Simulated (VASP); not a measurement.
# MoS2 in VASP: further runs

MoS2 is run at these levels: PBEsol; tasks: single point.

Everything below comes from runs of VASP 6.6.1. Logs are shortened: lines on timing, memory, paths and dates and some standing lists are left out, and cuts for length are marked.

### 1 The cell of the first run

It takes space group R-3m (No. 166, trigonal). The conventional cell has a = 3.202 Å, b = 3.202 Å, c = 18.527 Å, α = 90.00°, β = 90.00°, γ = 120.00°. Mo (site symmetry -3m) has 6 S at 2.41 Å within 3.2 Å. Within 3.2 Å of S (site symmetry 3m) lie 3 Mo at 2.41 Å.

### 2 Single point, PBEsol

INCAR

```
SYSTEM = MoS2
  PREC = Accurate
  ENCUT = 520
  EDIFF = 1E-7
  ISMEAR = -1
  SIGMA = 0.02
  LREAL = .False.
  LASPH = .True.
  NELM = 80
  ALGO = Normal
  ISIF = 2
  LWAVE = .False.
  LCHARG = .True.
  GGA = PS
  LELF = .True.
  LVHAR = .True.
  NBANDS = 20
```

KPOINTS

```
regular mesh
0
Gamma
  15 15 15
  0 0 0
```

POSCAR

```
MoS2
1.0
    1.6011990408      0.9244526972      6.1755451259
   -1.6011990408      0.9244526972      6.1755451259
    0.0000000000     -1.8489053944      6.1755451259
Mo S
1 2
Direct
    0.0000000000      0.0000000000      0.0000000000
    0.2500000000      0.2500000000      0.2500000000
    0.7500000000      0.7500000000      0.7500000000
```

Potentials or basis: VASP PAW PBE potentials, release 64 (Mo_sv, S).

The run is started by

```console
> cat potpaw_PBE.64/Mo_sv/POTCAR potpaw_PBE.64/S/POTCAR > POTCAR
> mpirun -np 1 vasp_std > vasp.out
```

OUTCAR:

```text
SYSTEM = MoS2
   PREC = Accurate
   ENCUT = 520
   EDIFF = 1E-7
   ISMEAR = -1
   LREAL = .False.
   LASPH = .True.
   NELM = 80
   ISIF = 2
   GGA = PS

 ion  position               nearest neighbor table
   1  0.000  0.000  0.000-   3 2.41   2 2.41   3 2.41   3 2.41   2 2.41   2 2.41
   2  0.250  0.250  0.250-   1 2.41   1 2.41   1 2.41
   3  0.750  0.750  0.750-   1 2.41   1 2.41   1 2.41

  LATTYP: Found a trigonal (rhomboedric) cell.
 ALAT       =     6.4463795079
 COS(alpha) =     0.8766074614

  Lattice vectors:

 A1 = (   1.6011990408,   0.9244526972,   6.1755451259)
 A2 = (  -1.6011990408,   0.9244526972,   6.1755451259)
 A3 = (   0.0000000000,  -1.8489053944,   6.1755451259)

Analysis of symmetry for initial positions (statically):
=====================================================================
 Subroutine PRICEL returns:
 Original cell was already a primitive cell.

 Routine SETGRP: Setting up the symmetry group for a
 trigonal (rhombohedral) supercell.

 Subroutine GETGRP returns: Found 12 space group operations
 (whereof 12 operations were pure point group operations)
 out of a pool of 12 trial point group operations.

The static configuration has the point symmetry D_3d.

Analysis of symmetry for dynamics (positions and initial velocities):
=====================================================================
 Subroutine PRICEL returns:
 Original cell was already a primitive cell.

 Routine SETGRP: Setting up the symmetry group for a
 trigonal (rhombohedral) supercell.

 Subroutine GETGRP returns: Found 12 space group operations
 (whereof 12 operations were pure point group operations)
 out of a pool of 12 trial point group operations.

The dynamic configuration has the point symmetry D_3d.

 Subroutine INISYM returns: Found 12 space group operations
 (whereof 12 operations are pure point group operations),
 and found     1 'primitive' translations

----------------------------------------------------------------------------------------

                                     Primitive cell

  volume of cell :      54.8475

  direct lattice vectors                    reciprocal lattice vectors
     1.601199041  0.924452697  6.175545126     0.312265988  0.180286852  0.053976342
    -1.601199041  0.924452697  6.175545126    -0.312265988  0.180286852  0.053976342
     0.000000000 -1.848905394  6.175545126     0.000000000 -0.360573704  0.053976342

  length of vectors
     6.446379508  6.446379508  6.446379508     0.364591335  0.364591335  0.364591335

  position of ions in fractional coordinates (direct lattice)
     0.000000000  0.000000000  0.000000000
     0.250000000  0.250000000  0.250000000
     0.750000000  0.750000000  0.750000000

  ion indices of the primitive-cell ions
   primitive index   ion index
                 1           1
                 2           2
                 3           3

----------------------------------------------------------------------------------------

 KPOINTS: regular mesh

Automatic generation of k-mesh.
 Grid dimensions read from file:
 generate k-points for:   15   15   15

 Generating k-lattice:

  Cartesian coordinates                     Fractional coordinates (reciprocal lattice)
     0.020817733  0.012019123  0.003598423     0.066666667  0.000000000  0.000000000
    -0.020817733  0.012019123  0.003598423     0.000000000  0.066666667  0.000000000
     0.000000000 -0.024038247  0.003598423     0.000000000  0.000000000  0.066666667

  Length of vectors
     0.024306089  0.024306089  0.024306089

  Shift w.r.t. Gamma in fractional coordinates (k-lattice)
     0.000000000  0.000000000  0.000000000

 Subroutine IBZKPT returns following result:
 ===========================================

 Found    344 irreducible k-points:

 Following reciprocal coordinates:
            Coordinates               Weight
  0.000000  0.000000  0.000000      1.000000
  0.066667  0.000000  0.000000      6.000000
  0.133333  0.000000  0.000000      6.000000
  0.200000  0.000000  0.000000      6.000000
  0.266667  0.000000  0.000000      6.000000
  0.333333  0.000000  0.000000      6.000000
[... 16 lines left out ...]
  0.133333  0.133333  0.000000      6.000000
  0.200000  0.133333  0.000000     12.000000
 [... further k-points ...]
   k-points           NKPTS =    344   k-points in BZ     NKDIM =    344   number of bands    NBANDS=     20
   number of dos      NEDOS =    301   number of ions     NIONS =      3
   total plane-waves  NPLWV = 110592
   dimension x,y,z NGX =    48 NGY =   48 NGZ =   48
   dimension x,y,z NGXF=    96 NGYF=   96 NGZF=   96
   ions per type =               1   2
   NGX,Y,Z   is equivalent  to a cutoff of  12.38, 12.38, 12.38 a.u.
   NGXF,Y,Z  is equivalent  to a cutoff of  24.76, 24.76, 24.76 a.u.
 SYSTEM =  MoS2
   PREC   = accura    normal or accurate (medium, high low for compatibility)
   ISTART =      0    job   : 0-new  1-cont  2-samecut
   ICHARG =      2    charge: 1-file 2-atom 10-const
   ISPIN  =      1    spin polarized calculation?
   LNONCOLLINEAR =      F non collinear calculations
   LSORBIT =      F    spin-orbit coupling
   LASPH  =      T    aspherical Exc in radial PAW
   ENCUT  =  520.0 eV  38.22 Ry    6.18 a.u.  11.99 11.99 11.99*2*pi/ulx,y,z
   NELM   =     80;   NELMIN=  2; NELMDL= -5     # of ELM steps
   EDIFF  = 0.1E-06   stopping-criterion for ELM
   LREAL  =      F    real-space projection
   EDIFFG = 0.1E-05   stopping-criterion for IOM
   NSW    =      0    number of steps for IOM
   IBRION =     -1    ionic relax: 0-MD 1-quasi-New 2-CG
   NFREE  =      0    steps in history (QN), initial steepest desc. (CG)
   ISIF   =      2    stress and relaxation
   ISYM   =      2    0-nonsym 1-usesym 2-fastsym
   POTIM  = 0.5000    time-step for ionic-motion
   TEBEG  =    0.0;   TEEND  =   0.0 temperature during run
   PSTRESS=    0.0 pullay stress
   NELECT =      26.0000    total number of electrons
   NUPDOWN=      -1.0000    fix difference up-down
   EMIN   =  10.00;   EMAX   =-10.00  energy-range for DOS
   EFERMI =   0.00;   METHOD = LEGACY
   ISMEAR =    -1;   SIGMA  =   0.02  broadening in eV -4-tet -1-fermi 0-gaus
   EFERMI_NEDOS =   21; number of points for ismear=-14 and -15
   IALGO  =     38    algorithm
   IMIX   =      4    mixing-type and parameters
     AMIX     =   0.40;   BMIX     =  1.00
     AMIX_MAG =   1.60;   BMIX_MAG =  1.00
  volume/ion in A,a.u.               =      18.28       123.38
  Fermi-wavevector in a.u.,A,eV,Ry     =   1.276479  2.412196 22.169323  1.629399
  Thomas-Fermi vector in A             =   2.409133
   LORBIT       =      0    0 simple, 1 ext, 2 COOP (PROOUT), +10 PAW based schemes
   GGA     = PS    functional components
   LHFCALC =     F    Hartree Fock is set to
   AEXX    =    0.0000 exact exchange contribution
   IVDW    =     0    specifies the selected vdW correction
   LEPSILON=     F    determine dielectric tensor
   LRPA    =     F    only Hartree local field effects (RPA)
 non-spin polarized calculation
  energy-cutoff  :      520.00
  volume of cell :       54.85
 maximum number of plane-waves:      1498
   NGX = 23   NGY = 23   NGZ = 23

 number of electron      25.9999998 magnetization

 Free energy of the ion-electron system (eV)
  ---------------------------------------------------
  ext. energy  EPLUGINS =         0.00000000
  ---------------------------------------------------
  free energy    TOTEN  =       -22.59881177 eV

  energy without entropy =      -22.59662784  energy(sigma->0) =      -22.59771980

 E-fermi :   7.3273     XC(G=0): -10.8585

 val. band max:        7.3246762589   @ k =   0.1333   0.1333   0.0667
 cond. band min:       7.3327148835   @ k =   0.2667   0.2000   0.2000
 fundamental gap:      0.0080386245
 Fermi energy:         7.3273272198

 k-point     1 :       0.0000    0.0000    0.0000
  band No.  band energies     occupation
      1     -54.3899      2.00000
      2     -28.4741      2.00000
      3     -28.4142      2.00000
      4     -28.4142      2.00000
      5      -7.6699      2.00000
      6      -6.1064      2.00000
[... 12 lines left out ...]
     19      13.6502      0.00000
     20      16.8338      0.00000

 k-point     2 :       0.0667    0.0000    0.0000
  band No.  band energies     occupation
      1     -54.3884      2.00000
      2     -28.4710      2.00000
      3     -28.4300      2.00000
      4     -28.4178      2.00000
      5      -7.5988      2.00000
      6      -6.0937      2.00000
[... 12 lines left out ...]
     19      13.9239      0.00000
     20      16.5283      0.00000

 k-point     3 :       0.1333    0.0000    0.0000
  band No.  band energies     occupation
      1     -54.3841      2.00000
      2     -28.4747      2.00000
      3     -28.4621      2.00000
      4     -28.4280      2.00000
      5      -7.3926      2.00000
      6      -6.0557      2.00000
[... 12 lines left out ...]
     19      14.5501      0.00000
     20      16.2158      0.00000

 k-point     4 :       0.2000    0.0000    0.0000
  band No.  band energies     occupation
      1     -54.3778      2.00000
      2     -28.5396      2.00000
      3     -28.4492      2.00000
      4     -28.4430      2.00000
      5      -7.0738      2.00000
      6      -5.9918      2.00000
[... 12 lines left out ...]
     19      15.0066      0.00000
     20      16.3797      0.00000

 k-point     5 :       0.2667    0.0000    0.0000
  band No.  band energies     occupation
      1     -54.3704      2.00000
      2     -28.6133      2.00000
      3     -28.4601      2.00000
      4     -28.4342      2.00000
      5      -6.6899      2.00000
      6      -5.8924      2.00000
[... 12 lines left out ...]
     19      14.9672      0.00000
     20      16.3173      0.00000
[... 353 lines left out ...]
      6      -6.0128      2.00000
[... 12 lines left out ...]
     19      14.9773      0.00000
     20      16.2244      0.00000

 k-point    22 :      -0.0667    0.0667    0.0000
  band No.  band energies     occupation
      1     -54.3855      2.00000
      2     -28.4651      2.00000
      3     -28.4597      2.00000
      4     -28.4252      2.00000
      5      -7.4625      2.00000
      6      -6.0644      2.00000
[... 12 lines left out ...]
     19      14.3151      0.00000
     20      16.2498      0.00000

 k-point    23 :       0.1333    0.1333    0.0000
  band No.  band energies     occupation
      1     -54.3841      2.00000
      2     -28.4747      2.00000
      3     -28.4621      2.00000
      4     -28.4280      2.00000
      5      -7.3803      2.00000
      6      -6.0763      2.00000
[... 12 lines left out ...]
     19      14.6388      0.00000
     20      16.2724      0.00000

 k-point    24 :       0.2000    0.1333    0.0000
  band No.  band energies     occupation
      1     -54.3802      2.00000
      2     -28.5130      2.00000
      3     -28.4544      2.00000
      4     -28.4390      2.00000
      5      -7.1774      2.00000
      6      -6.0480      2.00000
[... 12 lines left out ...]
     19      15.1230      0.00000
     20      16.2727      0.00000

 [... further k-points ...]
[... 5 lines left out ...]
  --------------------------------------------------------------------------------------
  -------------------------------------------------------------------------------------
  Total       -0.9505925     -0.9505925      0.4107720      0.0000000      0.0000000      0.0000000
  in kB      -27.7682429    -27.7682429     11.9992714      0.0000000      0.0000000      0.0000000
  external PRESSURE =     -14.5124048 kB  Pullay stress =       0.0000000 kB

 VOLUME and BASIS-vectors are now :
 -----------------------------------------------------------------------------
  energy-cutoff  :      520.00
  volume of cell :       54.85
      direct lattice vectors                 reciprocal lattice vectors
     1.601199041  0.924452697  6.175545126     0.312265988  0.180286852  0.053976342
    -1.601199041  0.924452697  6.175545126    -0.312265988  0.180286852  0.053976342
     0.000000000 -1.848905394  6.175545126     0.000000000 -0.360573704  0.053976342

 POSITION                                       TOTAL-FORCE (eV/Angst)
 -----------------------------------------------------------------------------------
      0.00000      0.00000      0.00000         0.000000     -0.000000      0.000000
      0.00000      0.00000      4.63166         0.000000      0.000000     -0.241090
      0.00000      0.00000     13.89498         0.000000     -0.000000      0.241090
 -----------------------------------------------------------------------------------
    total drift:                               -0.000000     -0.000000      0.000000

  FREE ENERGIE OF THE ION-ELECTRON SYSTEM (eV)
  ---------------------------------------------------
  free  energy   TOTEN  =       -22.5988117654 eV

  energy  without entropy=      -22.5966278375  energy(sigma->0) =      -22.59771980
```

Run time: 19 min. Hardware: 1 thread of Intel Xeon Platinum 8259CL at 2.50GHz (Skylake/Cascade Lake), shared host; peak memory 0.57 GiB.

Results:

```
Free energy            : -22.5988 eV
Pressure               : -1.5 GPa
Largest force          : 0.241 eV/Å
Band gap on the k mesh : zero (band 13 reaches 7.72 eV, above the bottom of band 14 at 6.96 eV)
```

Forces on the atoms (eV/Å):
```
Mo   0.000  0.000  0.000
S    0.000  0.000 -0.241
S    0.000  0.000  0.241
```

Levels at points of the mesh, in eV from the Fermi level:
```
           k point  band 9  band 10  band 11  band 12  band 13  band 14  band 15  band 16  band 17  band 18
(0.00, 0.00, 0.00)   -4.10    -1.76    -1.21    -1.01    -1.01    -0.27    -0.27     3.26     3.26     5.99
```

Caveat: the PAW data sets were made with another functional, which shifts forces and pressure a little.

### 3 Single point, PBEsol

This run uses another cell than the first one, of 17.22 Å³/atom, 0.942 times its volume.

INCAR

```
PREC = Accurate
ENCUT = 520
EDIFF = 1E-6
ISMEAR = -1
SIGMA = 0.02
LREAL = False
LASPH = True
NELM = 100
ALGO = Normal
ISIF = 2
LWAVE = False
LCHARG = False
GGA = PS
NBANDS = 20
```

KPOINTS

```
Automatic mesh
0
Gamma
  15 15 15
```

POSCAR

```
MoS2
1.0
    1.5694837535      0.9061418675      6.0532248003
   -1.5694837535      0.9061418675      6.0532248003
    0.0000000000     -1.8122837351      6.0532248003
Mo S
1 2
Direct
    0.0000000000      0.0000000000      0.0000000000
    0.2500000000      0.2500000000      0.2500000000
    0.7500000000      0.7500000000      0.7500000000
```

Potentials or basis: VASP PAW PBE potentials, release 64 (Mo_sv, S).

The run is started by

```console
> cat potpaw_PBE.64/Mo_sv/POTCAR potpaw_PBE.64/S/POTCAR > POTCAR
> mpirun -np 1 vasp_std > vasp.out
```

It took 7.7 min on 1 thread of AMD EPYC 9R45 (Zen 5), shared host; peak memory 0.52 GiB.

It converged, with:

```
Free energy            : -22.5375 eV
Pressure               : 8.0 GPa
Largest force          : 1.345 eV/Å
Band gap on the k mesh : zero (band 13 reaches 8.51 eV, above the bottom of band 14 at 7.79 eV)
```

Forces in eV/Å, atoms in the order of the input:
```
Mo   0.000  0.000  0.000
S    0.000  0.000 -1.345
S    0.000  0.000  1.345
```

Stress tensor (GPa, compression positive):
```
 6.01  0.00  0.00
 0.00  6.01  0.00
 0.00  0.00 11.89
```

Levels at points of the mesh, in eV from the Fermi level:
| k point | band 9 | band 10 | band 11 | band 12 | band 13 | band 14 | band 15 | band 16 | band 17 | band 18 |
| --- | --- | --- | --- | --- | --- | --- | --- | --- | --- | --- |
| (0.00, 0.00, 0.00) | -4.38 | -1.82 | -1.37 | -1.13 | -1.13 | -0.23 | -0.23 | 3.52 | 3.52 | 6.03 |

Caveat: the PAW data sets were made with another functional, which shifts forces and pressure a little.

[end of part 1 of 2]
